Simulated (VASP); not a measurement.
The system is BN.

```
CELL_PARAMETERS angstrom
2.49121 0.00000 0.00000
-1.23834 2.16163 0.00000
-0.62643 -1.08081 3.00225
ATOMIC_POSITIONS crystal
N 0.66851 0.33238 0.98500
B 0.97964 0.98350 0.00181
```

This cell differs from its parent crystal: volume scaled by 0.98.

Base run:

| Property | Result |
| --- | --- |
| Program | VASP 6.6.1 |
| Functional | PBEsol |
| Potentials or basis | VASP PAW PBE potentials, release 64 (N, B) |
| Cutoff | 520 eV |
| k mesh | 13 × 13 × 9 |
| Occupations | fermi-dirac, width 0.05 eV |
| Spin | no spin polarisation |

Its results: band gap on the k mesh 2.69 eV, indirect (least direct gap 4.51 eV); pressure 7.6 GPa; largest force 2.865 eV/Å.

Q: The run is repeated on the same cell with these changes: functional from PBEsol to PBE. What comes out?

A: Band gap on the k mesh 2.83 eV, indirect (least direct gap 4.58 eV); pressure 10.8 GPa; largest force 2.848 eV/Å.

PBE binds less tightly than PBEsol, so the same cell stands under more pressure.

Caveats: the PAW data sets were made with another functional, which shifts forces and pressure a little (some runs); forces of over 1 eV/Å act on the atoms, so gaps and moduli don't describe the material at rest (some runs).

A k mesh can miss the band edges.
